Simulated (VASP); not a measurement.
Set up this calculation in VASP 6.6.1, as the native input.

| Item | Value |
| --- | --- |
| Task | single point |
| Functional | r2SCAN |
| Potentials or basis | VASP PAW PBE potentials, release 64 (Pt) |
| Cutoff | 520 eV |
| k mesh | 23 × 23 × 23 |
| Occupations | fermi-dirac, width 0.05 eV |
| Spin | collinear spin |
| Starting moments | [1.0] μB |
| Dipole correction | no |
| Further INCAR settings | ALGO = Normal; EDIFF = 1e-06; NBANDS = 15 |

Crystal: Pt.

```
CELL_PARAMETERS angstrom
-1.57006 1.57006 1.57006
1.57006 -1.57006 1.57006
1.57006 1.57006 -1.57006
ATOMIC_POSITIONS crystal
Pt 0.00000 0.00000 0.00000
```

This isn't the form of Pt at room conditions, which is fcc.

The input as run:

POSCAR

```
Pt
1.0
   -1.5700618736      1.5700618736      1.5700618736
    1.5700618736     -1.5700618736      1.5700618736
    1.5700618736      1.5700618736     -1.5700618736
Pt
1
Direct
    0.0000000000      0.0000000000      0.0000000000
```

INCAR.step1

```
SYSTEM = Pt
PREC = Accurate ; ENCUT = 520
ISMEAR = -1 ; SIGMA = 0.05
LREAL = .False. ; LASPH = .True.
NELM = 150 ; ISPIN = 2
MAGMOM = 1 ; LMAXMIX = 4
NBANDS = 15 ; GGA = PE
ALGO = Normal ; EDIFF = 1E-4
LWAVE = .True. ; LCHARG = .False.
```

INCAR.step2

```
SYSTEM = Pt
PREC = Accurate ; ENCUT = 520
EDIFF = 1E-6 ; ISMEAR = -1
SIGMA = 0.05 ; LREAL = .False.
LASPH = .True. ; NELM = 150
ALGO = Normal ; ISIF = 2
LWAVE = .False. ; LCHARG = .False.
ISPIN = 2 ; MAGMOM = 1
LORBIT = 11 ; LMAXMIX = 4
METAGGA = R2SCAN ; LMIXTAU = .True.
NBANDS = 15 ; ISTART = 1
```

KPOINTS

```
Automatic mesh
0
Gamma
  23 23 23
  0 0 0
```

Potentials or basis: VASP PAW PBE potentials, release 64 (Pt).

Launch:

```sh
$ cat potpaw_PBE.64/Pt/POTCAR > POTCAR
$ cp INCAR.step1 INCAR
$ mpirun -np 1 vasp_std > vasp.out
$ cp INCAR.step2 INCAR
$ mpirun -np 1 vasp_std > vasp.out
```

It gave:

The pressure is 0.4 GPa. The band gap on the k mesh is zero (filled and empty bands overlap). The net moment is 0.00 μB per cell and the valence electrons inside the program's atomic spheres are Pt 9.25.

Caveat: the PAW data sets were made with another functional, which shifts forces and pressure a little; spin-orbit coupling is left out, which moves the levels of the heavy elements.

Wall time 7 min on 1 thread of Intel Xeon 8259CL, with other jobs on the host, peak memory 0.21 GiB.
